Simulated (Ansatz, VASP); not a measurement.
## Al in VASP and in Ansatz

File INCAR:

```
PREC = Accurate
ENCUT = 600
EDIFF = 1E-6
ISMEAR = 0
SIGMA = 0.1
LREAL = F
LASPH = T
NELM = 60
ALGO = Normal
ISIF = 3
LWAVE = F
LCHARG = F
GGA = PS
IBRION = 2
NSW = 100
EDIFFG = -0.005
```

Contents of KPOINTS:

```
regular mesh
0
Gamma
  18 18 18
```

Contents of POSCAR:

```
Al
1.0
   -1.5912186900      1.5912186900      1.5912186900
    1.5912186900     -1.5912186900      1.5912186900
    1.5912186900      1.5912186900     -1.5912186900
Al
1
Direct
    0.0000000000      0.0000000000      0.0000000000
```

Input for Ansatz:

```yaml
crystal:
  lattice:
    - [-1.59121869, 1.59121869, 1.59121869]
    - [1.59121869, -1.59121869, 1.59121869]
    - [1.59121869, 1.59121869, -1.59121869]
  atoms:
    - { symbol: Al, position: [0.0, 0.0, 0.0] }
basis:
  ecutwfc: 420
kpoints:
  mp_grid: { grid: [18, 18, 18] }
hamiltonian:
  xc: pbesol
  pseudopotentials: { kind: paw, azcp: { folder: soft_1 } }
scf:
  occupations: { method: gaussian, width: 0.1 }
output:
  forces: true
  stress: true
  eigenvalues: true
relax:
  adjacent_minimum: "off"
  f_tol: 0.005
  max_steps: 80
  cell: { stress_tol: 0.05 }
```

Alike in both runs: task relaxation of cell and atoms; functional PBEsol; k mesh 18 × 18 × 18; occupations gaussian, width 0.1 eV; no spin polarisation.

```csv
,VASP,Ansatz
version,VASP 6.6.1,Ansatz 0.2.0
potentials or method,"VASP PAW PBE potentials, release 64 (Al), cutoff 600 eV","scalar-relativistic, plane waves, PAW"
valence electrons in the cell,3,3
```

VASP gave:

```
gap on the k mesh at the Fermi level, each at its own relaxed structure (eV) : none
relaxed volume (Å³/atom)                                                     : 16.61
relaxed cell length with the largest relative difference (Å)                 : 2.784
```

Problem. What did Ansatz give for the same quantities?

Solution. gap on the k mesh at the Fermi level, each at its own relaxed structure (eV): none; relaxed volume (Å³/atom): 16.58; relaxed cell length with the largest relative difference (Å): 2.782.

VASP's potentials were made for PBE, not for PBEsol, and Ansatz warns of the same on its side. A gap of «none» marks a metal or a gap that the smearing closes.
